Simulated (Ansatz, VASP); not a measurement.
**One calculation of CsI, two programs**

```
Cs I
1.0
     4.53605    0.00000    0.00000
     0.00000    4.53605    0.00000
     0.00000    0.00000    4.53605
Cs I
1 1
Direct
  0.00000 0.00000 0.00000
  0.50000 0.50000 0.50000
```

Change from the starting cell: volume scaled by 0.98.

Alike in both runs: task single point; functional LDA; k mesh 7 × 7 × 7; occupations fermi-dirac, width 0.01 eV; no spin polarisation.

```csv
,VASP,Ansatz
version,VASP 6.6.1,Ansatz 0.2.0
potentials or method,"VASP PAW LDA potentials, release 64 (Cs_sv, I), cutoff 500 eV","all-electron LAPW, scalar-relativistic"
```

|  | VASP | Ansatz | Ansatz less VASP |
| --- | --- | --- | --- |
| gap on the k mesh at the Fermi level (eV) | 3.63 | 3.62 | -0.009 |
| pressure (GPa) | -1.2 | -1.2 | -0.04 |

LDA's correlation is that of Perdew and Zunger in VASP and of Perdew and Wang (1992) in Ansatz. Ansatz ran all-electron here, and VASP with PAW potentials.

Neither program's run includes spin-orbit coupling.
